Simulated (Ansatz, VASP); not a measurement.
# Ru: VASP beside Ansatz

INCAR

```
SYSTEM = Ru
ALGO = Fast ; EDIFF = 1E-6
ENCUT = 520 ; GGA = PS
ISIF = 2 ; ISMEAR = 0
LASPH = .True. ; LCHARG = .True.
LELF = .True. ; LREAL = .False.
LVHAR = .True. ; LWAVE = .False.
NBANDS = 21 ; NELM = 60
PREC = Accurate ; SIGMA = 0.15
```

Contents of KPOINTS:

```
k-points
0
Gamma
  21 21 12
  0 0 0
```

POSCAR

```
Ru
1.0
    2.6467631721      0.0000000000      0.0000000000
   -1.3233815860      2.2921641448      0.0000000000
    0.0000000000      0.0000000000      4.4616486792
Ru
2
Direct
    0.3333333333      0.6666666667      0.2500000000
    0.6666666667      0.3333333333      0.7500000000
```

Input for Ansatz:

```yaml
crystal:
  lattice:
    - [2.6467631721, 0.0, 0.0]
    - [-1.323381586, 2.2921641448, 0.0]
    - [0.0, 0.0, 4.4616486792]
  atoms:
    - { symbol: Ru, position: [0.3333333333, 0.6666666667, 0.25] }
    - { symbol: Ru, position: [0.6666666667, 0.3333333333, 0.75] }
basis:
  ecutwfc: 420
kpoints:
  mp_grid: { grid: [21, 21, 12] }
hamiltonian:
  xc: pbesol
  pseudopotentials: { kind: paw, azcp: { folder: soft_1 } }
scf:
  occupations: { method: gaussian, width: 0.15 }
output:
  forces: true
  stress: true
  eigenvalues: true
```

Alike in both runs: task single point; functional PBEsol; k mesh 21 × 21 × 12; occupations gaussian, width 0.15 eV; no spin polarisation.

|  | VASP | Ansatz |
| --- | --- | --- |
| version | VASP 6.6.1 | Ansatz 0.2.0 |
| potentials or method | VASP PAW PBE potentials, release 64 (Ru_pv), cutoff 520 eV | scalar-relativistic, plane waves, PAW |
| valence electrons in the cell | 28 | 32 |

VASP gave:

```
gap on the k mesh at the Fermi level (eV)                     : none
pressure (GPa)                                                : -4.5
traceless stress, the component that is largest in VASP (GPa) : -20.66
```

Question: Which values does Ansatz return?

Answer: gap on the k mesh at the Fermi level (eV): none; pressure (GPa): -4.5; traceless stress, the component that is largest in VASP (GPa): -20.69.

VASP's potentials were made for PBE, not for PBEsol, and Ansatz warns of the same on its side. A gap of «none» marks a metal or a gap that the smearing closes. VASP's potentials hold 28 valence electrons a cell and Ansatz's 32, so a difference there can come from the potentials and not from the codes.
